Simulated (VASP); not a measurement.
Write the native input for VASP 6.6.1 that does the following.

| Quantity | Value |
| --- | --- |
| Task | single point |
| Functional | PBEsol |
| Potentials or basis | VASP PAW PBE potentials, release 64 (Cr_pv, O) |
| Cutoff | 600 eV |
| k mesh | 2 × 2 × 3 |
| Occupations | fermi-dirac, width 0.15 eV |
| Spin | collinear spin, ferromagnetic start |
| Starting moments | [2.1, 2.1, 0.0, 0.0, 0.0, 0.0] μB |
| Hubbard terms | Cr d U = 4.9 eV, J = 0.9 eV |
| Dipole correction | no |
| LDAUTYPE | 1 |
| Hund's J | 0.9 |
| Further INCAR settings | ALGO = Normal; EDIFF = 1e-06; NBANDS = 37 |

The structure of CrO2 lies in POSCAR:

```
CrO2
1.0
    4.4480510100      0.0000000000      0.0000000000
    0.0000000000      4.5292350100      0.0000000000
    0.0000000000      0.0000000000      2.9859640000
Cr O
2 4
Direct
    0.5000000000      0.5000000000      0.5000000000
    0.0000000000      0.0000000000      0.0000000000
    0.7929690000      0.1898170000      0.5000000000
    0.2070310000      0.8101830000      0.5000000000
    0.2929690000      0.3101830000      0.0000000000
    0.7070310000      0.6898170000      0.0000000000
```

These files were run (other wordings do the same):

INCAR

```
  PREC = Accurate
  ENCUT = 600
  EDIFF = 1E-6
  ISMEAR = -1
  SIGMA = 0.15
  LREAL = False
  LASPH = True
  NELM = 200
  ALGO = Normal
  ISIF = 2
  LWAVE = False
  LCHARG = False
  ISPIN = 2
  MAGMOM = 2.1 2.1 0 0 0 0
  LORBIT = 11
  LMAXMIX = 4
  LDAU = True
  LDAUTYPE = 1
  LDAUL = 2 -1
  LDAUU = 4.9 0
  LDAUJ = 0.9 0
  LDAUPRINT = 1
  GGA = PS
  NBANDS = 37
  GGA_COMPAT = False
```

KPOINTS

```
Automatic mesh
0
Gamma
  2 2 3
```

Potentials or basis: VASP PAW PBE potentials, release 64 (Cr_pv, O).

The run is started by

```bash
$ cat potpaw_PBE.64/Cr_pv/POTCAR potpaw_PBE.64/O/POTCAR > POTCAR
$ mpirun -np 1 vasp_std > vasp.out
```

It gave:

```yaml
Pressure: -7.4 GPa
Largest_force: 0.139 eV/Å
Band_gap_on_the_k_mesh: zero (filled and empty bands overlap)
Net_moment: 4.00 μB per cell
Site_moments: Cr +2.45; O -0.22 μB
Valence_electrons_inside_the_program's_atomic_spheres: Cr 10.70; O 4.99
```

Caveat: the k points lie up to 0.71 Å⁻¹ apart; the PAW data sets were made with another functional, which shifts forces and pressure a little; the run started ferromagnetic, and an antiferromagnetic order may lie lower in energy.

Wall time 42 s on 1 thread of Intel(R) Xeon(R) Platinum 8488C (Sapphire Rapids) (shared host), peak memory 0.21 GiB.
